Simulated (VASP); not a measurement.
Input of a VASP 6.6.1 run:

File POSCAR:

```
Pt
1.0
    2.7606660000      0.0000000000      0.0000000000
   -1.3803330000      2.3908070000      0.0000000000
    0.0000000000      0.0000000000      4.7921340000
Pt
2
Direct
    0.6666666667      0.3333333333      0.7500000000
    0.3333333333      0.6666666667      0.2500000000
```

The input INCAR.step1:

```
ALGO = Normal
EDIFF = 1E-4
ENCUT = 520
GGA = PE
ISMEAR = 1
LASPH = T
LCHARG = F
LREAL = F
LWAVE = T
NBANDS = 17
NELM = 80
PREC = Accurate
SIGMA = 0.25
```

File INCAR.step2:

```
ALGO = Normal
EDIFF = 1E-6
ENCUT = 520
ISIF = 2
ISMEAR = 1
ISTART = 1
LASPH = T
LCHARG = T
LELF = T
LMIXTAU = T
LREAL = F
LVHAR = T
LWAVE = F
METAGGA = R2SCAN
NBANDS = 17
NELM = 80
PREC = Accurate
SIGMA = 0.25
```

KPOINTS

```
k-points
0
Gamma
  14 14 7
```

Potentials or basis: VASP PAW PBE potentials, release 64 (Pt).

The run is started by

```sh
$ cat potpaw_PBE.64/Pt/POTCAR > POTCAR
$ cp INCAR.step1 INCAR
$ mpirun -np 1 vasp_std > vasp.out
$ cp INCAR.step2 INCAR
$ mpirun -np 1 vasp_std > vasp.out
```

(1) Predict the band gap on the k mesh.

(2) What does it give for the pressure?

Answers

(1) zero (bands 10 and 11 overlap by 1.31 eV).

(2) -6.1 GPa.

Caveat: the cell stands under tension; so wide a smearing shifts energies and pressures; the PAW data sets were made with another functional, which shifts forces and pressure a little; spin-orbit coupling is left out, which moves the levels of the heavy elements.
